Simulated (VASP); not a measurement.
Crystal: PbF2.

```
Pb F
1.0
     0.00000    2.96366    2.96366
     2.96366    0.00000    2.96366
     2.96366    2.96366    0.00000
Pb F
1 2
Direct
  0.00000 0.00000 0.00000
  0.75000 0.75000 0.75000
  0.25000 0.25000 0.25000
```

| Property | Result |
| --- | --- |
| Program | VASP 6.6.1 |
| Task | relaxation of cell and atoms |
| Functional | RPBE |
| Potentials or basis | VASP PAW PBE potentials, release 64 (Pb_d, F) |
| Cutoff | 600 eV |
| k mesh | 8 × 8 × 8 |
| Occupations | fermi-dirac, width 0.05 eV |
| Spin | no spin polarisation |

At the start: pressure 5.7 GPa; volume 17.35 Å³/atom.

Q: How do energy, volume and symmetry change on relaxing?

A: Over 3 steps the energy falls by 24.2 meV/atom and the volume is 18.83 Å³/atom (+8.5 %); space group Fm-3m (No. 225, to 0.1 Å) before and after.

Step by step:
| step | energy change (eV) | largest force (eV/Å) | pressure (GPa) | volume (Å³) |
| --- | --- | --- | --- | --- |
| 1 | 0.0000 | 0.0000 | 5.66 | 52.06 |
| 2 | -0.0723 | 0.0000 | -0.31 | 56.82 |
| 3 | -0.0726 | 0.0000 | 0.01 | 56.50 |

Final structure:
```xyz
3
Lattice="0.0000 3.0456 3.0456 3.0456 0.0000 3.0456 3.0456 3.0456 0.0000" Properties=species:S:1:pos:R:3 pbc="T T T"
Pb    0.0000    0.0000    0.0000
F     4.5684    4.5684    4.5684
F     1.5228    1.5228    1.5228
```

Caveat: the PAW data sets were made with another functional, which shifts forces and pressure a little.
